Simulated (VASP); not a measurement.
# BaTiO3 (R3m) in VASP: a series of runs, part 2 of 2

VASP 6.6.1. Earlier steps stand in the parts before.

### Step 4. Single point, PBE (12.18 Å³/atom)

This run uses another cell than the first one, of 12.18 Å³/atom.

INCAR

```
  ALGO = Normal
  EDIFF = 1E-6
  ENCUT = 910
  GGA = PE
  GGA_COMPAT = F
  ISIF = 2
  ISMEAR = 0
  LASPH = T
  LCHARG = T
  LELF = T
  LREAL = F
  LVHAR = T
  LWAVE = F
  NBANDS = 28
  NELM = 120
  PREC = Accurate
  SIGMA = 0.02
```

KPOINTS

```
k-points
0
Gamma
  6 6 6
```

POSCAR

```
BaTiO3
1.0
    2.7813049230      1.6057871460      2.2725407478
   -2.7813049230      1.6057871460      2.2725407478
    0.0000000000     -3.2115742920      2.2725407478
Ba Ti O
1 1 3
Direct
    0.0012937342      0.0012937342      0.0012937342
    0.4953272758      0.4953272758      0.4953272758
    0.5069161544      0.5069161544      0.0087466812
    0.0087466812      0.5069161544      0.5069161544
    0.5069161544      0.0087466812      0.5069161544
```

Potentials or basis: VASP PAW PBE potentials, release 64 (Ba_sv, Ti_sv, O_h).

The run is started by

```
$ cat potpaw_PBE.64/Ba_sv/POTCAR potpaw_PBE.64/Ti_sv/POTCAR potpaw_PBE.64/O_h/POTCAR > POTCAR
$ mpirun -np 1 vasp_std > vasp.out
```

OUTCAR:

```text
EDIFF = 1E-6
   ENCUT = 910
   GGA = PE
   ISIF = 2
   ISMEAR = 0
   LASPH = T
   LREAL = F
   NELM = 120
   PREC = Accurate

 ion  position               nearest neighbor table
   1  0.001  0.001  0.001-   4 2.75   5 2.75   3 2.75   3 2.78   3 2.78   5 2.78   4 2.78   4 2.78
                             5 2.78   4 2.81   5 2.81   3 2.81   2 3.37   2 3.39   2 3.39   2 3.39
   2  0.495  0.495  0.495-   4 1.92   5 1.92   3 1.92   5 2.02   4 2.02   3 2.02   1 3.37   1 3.39
                             1 3.39   1 3.39   1 3.42   1 3.42   1 3.42   1 3.45
   3  0.507  0.507  0.009-   2 1.92   2 2.02   1 2.75   1 2.78   1 2.78   1 2.81
   4  0.009  0.507  0.507-   2 1.92   2 2.02   1 2.75   1 2.78   1 2.78   1 2.81
   5  0.507  0.009  0.507-   2 1.92   2 2.02   1 2.75   1 2.78   1 2.78   1 2.81

  LATTYP: Found a trigonal (rhomboedric) cell.
 ALAT       =     3.9342916622
 COS(alpha) =     0.0004739905

  Lattice vectors:

 A1 = (   2.7813049230,   1.6057871460,   2.2725407478)
 A2 = (  -2.7813049230,   1.6057871460,   2.2725407478)
 A3 = (   0.0000000000,  -3.2115742920,   2.2725407478)

Analysis of symmetry for initial positions (statically):
=====================================================================
 Subroutine PRICEL returns:
 Original cell was already a primitive cell.

 Routine SETGRP: Setting up the symmetry group for a
 trigonal (rhombohedral) supercell.

 Subroutine GETGRP returns: Found  6 space group operations
 (whereof  6 operations were pure point group operations)
 out of a pool of 12 trial point group operations.

The static configuration has the point symmetry C_3v.

Analysis of symmetry for dynamics (positions and initial velocities):
=====================================================================
 Subroutine PRICEL returns:
 Original cell was already a primitive cell.

 Routine SETGRP: Setting up the symmetry group for a
 trigonal (rhombohedral) supercell.

 Subroutine GETGRP returns: Found  6 space group operations
 (whereof  6 operations were pure point group operations)
 out of a pool of 12 trial point group operations.

The dynamic configuration has the point symmetry C_3v.

 Subroutine INISYM returns: Found  6 space group operations
 (whereof  6 operations are pure point group operations),
 and found     1 'primitive' translations

----------------------------------------------------------------------------------------

                                     Primitive cell

  volume of cell :      60.8975

  direct lattice vectors                    reciprocal lattice vectors
     2.781304923  1.605787146  2.272540748     0.179771731  0.103791257  0.146678705
    -2.781304923  1.605787146  2.272540748    -0.179771731  0.103791257  0.146678705
     0.000000000 -3.211574292  2.272540748     0.000000000 -0.207582514  0.146678705

  length of vectors
     3.934291662  3.934291662  3.934291662     0.254175417  0.254175417  0.254175417

  position of ions in fractional coordinates (direct lattice)
     0.001293734  0.001293734  0.001293734
     0.495327276  0.495327276  0.495327276
     0.506916154  0.506916154  0.008746681
     0.008746681  0.506916154  0.506916154
     0.506916154  0.008746681  0.506916154

  ion indices of the primitive-cell ions
   primitive index   ion index
                 1           1
                 2           2
                 3           3
[... 25 lines left out ...]
 ===========================================

 Found     32 irreducible k-points:

 Following reciprocal coordinates:
            Coordinates               Weight
  0.000000  0.000000  0.000000      1.000000
  0.166667 -0.000000  0.000000      6.000000
  0.333333 -0.000000 -0.000000      6.000000
  0.500000  0.000000  0.000000      3.000000
  0.166667  0.166667  0.000000      6.000000
  0.333333  0.166667 -0.000000     12.000000
[... 16 lines left out ...]
  0.500000  0.500000  0.166667      6.000000
 -0.333333  0.500000  0.166667     12.000000
 [... further k-points ...]
   k-points           NKPTS =     32   k-points in BZ     NKDIM =     32   number of bands    NBANDS=     28
   number of dos      NEDOS =    301   number of ions     NIONS =      5
   total plane-waves  NPLWV =  64000
   dimension x,y,z NGX =    40 NGY =   40 NGZ =   40
   dimension x,y,z NGXF=    80 NGYF=   80 NGZF=   80
   ions per type =               1   1   3
   NGX,Y,Z   is equivalent  to a cutoff of  16.90, 16.90, 16.90 a.u.
   NGXF,Y,Z  is equivalent  to a cutoff of  33.80, 33.80, 33.80 a.u.
 SYSTEM =  unknown system
   PREC   = accura    normal or accurate (medium, high low for compatibility)
   ISTART =      0    job   : 0-new  1-cont  2-samecut
   ICHARG =      2    charge: 1-file 2-atom 10-const
   ISPIN  =      1    spin polarized calculation?
   LNONCOLLINEAR =      F non collinear calculations
   LSORBIT =      F    spin-orbit coupling
   LASPH  =      T    aspherical Exc in radial PAW
   ENCUT  =  910.0 eV  66.88 Ry    8.18 a.u.   9.68  9.68  9.68*2*pi/ulx,y,z
   NELM   =    120;   NELMIN=  2; NELMDL= -5     # of ELM steps
   EDIFF  = 0.1E-05   stopping-criterion for ELM
   LREAL  =      F    real-space projection
   EDIFFG = 0.1E-04   stopping-criterion for IOM
   NSW    =      0    number of steps for IOM
   IBRION =     -1    ionic relax: 0-MD 1-quasi-New 2-CG
   NFREE  =      0    steps in history (QN), initial steepest desc. (CG)
   ISIF   =      2    stress and relaxation
   ISYM   =      2    0-nonsym 1-usesym 2-fastsym
   POTIM  = 0.5000    time-step for ionic-motion
   TEBEG  =    0.0;   TEEND  =   0.0 temperature during run
   PSTRESS=    0.0 pullay stress
   NELECT =      40.0000    total number of electrons
   NUPDOWN=      -1.0000    fix difference up-down
   EMIN   =  10.00;   EMAX   =-10.00  energy-range for DOS
   EFERMI =   0.00;   METHOD = LEGACY
   ISMEAR =     0;   SIGMA  =   0.02  broadening in eV -4-tet -1-fermi 0-gaus
   EFERMI_NEDOS =   21; number of points for ismear=-14 and -15
   IALGO  =     38    algorithm
   IMIX   =      4    mixing-type and parameters
     AMIX     =   0.40;   BMIX     =  1.00
     AMIX_MAG =   1.60;   BMIX_MAG =  1.00
  volume/ion in A,a.u.               =      12.18        82.19
  Fermi-wavevector in a.u.,A,eV,Ry     =   1.423077  2.689225 27.553804  2.025147
  Thomas-Fermi vector in A             =   2.543713
   LORBIT       =      0    0 simple, 1 ext, 2 COOP (PROOUT), +10 PAW based schemes
   GGA     = PE    functional components
   LHFCALC =     F    Hartree Fock is set to
   AEXX    =    0.0000 exact exchange contribution
   IVDW    =     0    specifies the selected vdW correction
   LEPSILON=     F    determine dielectric tensor
   LRPA    =     F    only Hartree local field effects (RPA)
 non-spin polarized calculation
 Gauss-broadening in eV      SIGMA  =   0.02
  energy-cutoff  :      910.00
  volume of cell :       60.90
 maximum number of plane-waves:      3840
   NGX = 19   NGY = 19   NGZ = 19

 number of electron      39.9999995 magnetization

 Free energy of the ion-electron system (eV)
  ---------------------------------------------------
  ext. energy  EPLUGINS =         0.00000000
  ---------------------------------------------------
  free energy    TOTEN  =       -39.81157151 eV

  energy without entropy =      -39.81157151  energy(sigma->0) =      -39.81157151

 E-fermi :   4.8396     XC(G=0): -11.5353

 val. band max:        4.6045699342   @ k =   0.5000   0.5000   0.5000
 cond. band min:       6.5915124447   @ k =   0.0000   0.0000   0.0000
 fundamental gap:      1.9869425106
 Fermi energy:         4.8396090125

 k-point     1 :       0.0000    0.0000    0.0000
  band No.  band energies     occupation
      1     -51.7438      2.00000
      2     -27.9938      2.00000
      3     -27.9938      2.00000
      4     -27.9923      2.00000
      5     -20.0909      2.00000
      6     -12.3854      2.00000
[... 733 lines left out ...]
     27      13.0694      0.00000
     28      13.5599      0.00000

 [... further k-points ...]
[... 5 lines left out ...]
  --------------------------------------------------------------------------------------
  -------------------------------------------------------------------------------------
  Total        5.4967031      5.4967031      5.4872527     -0.0000000      0.0000000     -0.0000000
  in kB      144.6150022    144.6150023    144.3663685     -0.0000000      0.0000000     -0.0000000
  external PRESSURE =     144.5321243 kB  Pullay stress =       0.0000000 kB

 VOLUME and BASIS-vectors are now :
 -----------------------------------------------------------------------------
  energy-cutoff  :      910.00
  volume of cell :       60.90
      direct lattice vectors                 reciprocal lattice vectors
     2.781304923  1.605787146  2.272540748     0.179771731  0.103791257  0.146678705
    -2.781304923  1.605787146  2.272540748    -0.179771731  0.103791257  0.146678705
     0.000000000 -3.211574292  2.272540748     0.000000000 -0.207582514  0.146678705

 POSITION                                       TOTAL-FORCE (eV/Angst)
 -----------------------------------------------------------------------------------
      0.00000      0.00000      0.00882         0.000000     -0.000000      0.022161
      0.00000      0.00000      3.37695         0.000000     -0.000000      0.008958
      0.00000      1.59991      2.32385         0.000000      0.001337     -0.010373
     -1.38556     -0.79995      2.32385        -0.001158     -0.000668     -0.010373
      1.38556     -0.79995      2.32385         0.001158     -0.000668     -0.010373
 -----------------------------------------------------------------------------------
    total drift:                                0.000000      0.000003      0.001375

  FREE ENERGIE OF THE ION-ELECTRON SYSTEM (eV)
  ---------------------------------------------------
  free  energy   TOTEN  =       -39.8115715060 eV

  energy  without entropy=      -39.8115715060  energy(sigma->0) =      -39.81157151
```

OSZICAR:

```text
N       E                     dE             d eps       ncg     rms          rms(c)
DAV:   1     0.598651510858E+03    0.59865E+03   -0.28721E+04  1792   0.235E+03
DAV:   2     0.584375366487E+02   -0.54021E+03   -0.51335E+03  1896   0.556E+02
DAV:   3    -0.441670384020E+02   -0.10260E+03   -0.97185E+02  2680   0.194E+02
DAV:   4    -0.501990992441E+02   -0.60321E+01   -0.60043E+01  2324   0.464E+01
DAV:   5    -0.504657532644E+02   -0.26665E+00   -0.26645E+00  2820   0.871E+00    0.246E+01
DAV:   6    -0.398326215387E+02    0.10633E+02   -0.53336E+01  2636   0.684E+01    0.989E+00
DAV:   7    -0.399121362806E+02   -0.79515E-01   -0.90787E+00  2416   0.216E+01    0.728E+00
DAV:   8    -0.397891269916E+02    0.12301E+00   -0.76933E-01  2224   0.792E+00    0.333E+00
DAV:   9    -0.398302447655E+02   -0.41118E-01   -0.26328E-01  2556   0.412E+00    0.133E+00
DAV:  10    -0.398123003770E+02    0.17944E-01   -0.98744E-02  2132   0.340E+00    0.424E-01
DAV:  11    -0.398116132356E+02    0.68714E-03   -0.90395E-03  2376   0.585E-01    0.901E-02
DAV:  12    -0.398119297925E+02   -0.31656E-03   -0.20523E-03  2820   0.370E-01    0.165E-01
DAV:  13    -0.398115662361E+02    0.36356E-03   -0.11530E-03  2364   0.357E-01    0.987E-03
DAV:  14    -0.398115708880E+02   -0.46519E-05   -0.53079E-05  2276   0.504E-02    0.619E-03
DAV:  15    -0.398115729940E+02   -0.21060E-05   -0.97989E-06  2184   0.332E-02    0.111E-02
DAV:  16    -0.398115714017E+02    0.15924E-05   -0.60902E-06  1960   0.273E-02    0.138E-03
DAV:  17    -0.398115715060E+02   -0.10427E-06   -0.22773E-07  1244   0.403E-03
   1 F= -.39811572E+02 E0= -.39811572E+02  d E =-.557587E-64
```

stdout:

```text
POSCAR found type information on POSCAR BaTiO
 POSCAR found :  3 types and       5 ions
 scaLAPACK will be used
 LDA part: xc-table for (Slater+PW92), standard interpolation
 POSCAR, INCAR and KPOINTS ok, starting setup
 FFT: planning ... GRIDC
 FFT: planning ... GRID_SOFT
 FFT: planning ... GRID
 WAVECAR not read
 entering main loop
```

It took 3.1 min on 1 thread of Intel Xeon Platinum 8488C (Sapphire Rapids), shared host; peak memory 0.33 GiB.

Results:

```
Free energy            : -39.8116 eV
Pressure               : 14.5 GPa
Largest force          : 0.022 eV/Å
Band gap on the k mesh : 1.99 eV (least direct gap 2.14 eV)
```

Forces in eV/Å, atoms in the order of the input:
```
Ba   0.000  0.000  0.022
Ti   0.000  0.000  0.009
O    0.000  0.001 -0.010
O   -0.001 -0.001 -0.010
O    0.001 -0.001 -0.010
```

Caveat: the cutoff is under 1.25 times the usual one of these potentials, so pressure, stress and relaxed cells hold a basis-set (Pulay) error; the cell stands under pressure; spin-orbit coupling is left out, which moves the levels of the heavy elements.

### Step 5. Summary

```csv
task,potentials or basis,cell,cutoff (eV),gap on the mesh (eV),pressure (GPa),largest force (eV/Å)
relaxation of cell and atoms,"VASP PAW PBE potentials, release 64 (Ba_sv, Ti_sv, O)","relaxed from a = 4.004 Å, angles 89.8°, 5 atoms, atomic positions A",600,2.58,0.0,-
single point,"VASP PAW PBE potentials, release 64 (Ba_sv, Ti_sv, O_h)","a = 4.004 Å, angles 89.8°, 5 atoms, atomic positions A",910,2.39,6.5,0.18
single point,"VASP PAW PBE potentials, release 64 (Ba_sv, Ti_sv, O_h)","a = 3.934 Å, 5 atoms, atomic positions B",910,1.99,14.5,0.02
```

Alike in all rows: level PBE; no spin polarisation; k mesh 6 × 6 × 6; smearing gaussian 0.02 eV.

Caveats: spin-orbit coupling is left out, which moves the levels of the heavy elements; the cutoff is under 1.25 times the usual one of these potentials, so pressure, stress and relaxed cells hold a basis-set (Pulay) error (at least some runs); the cell stands under pressure (at least some runs).

Total energies depend on the potentials used, so only differences within one code and one set of settings carry meaning.
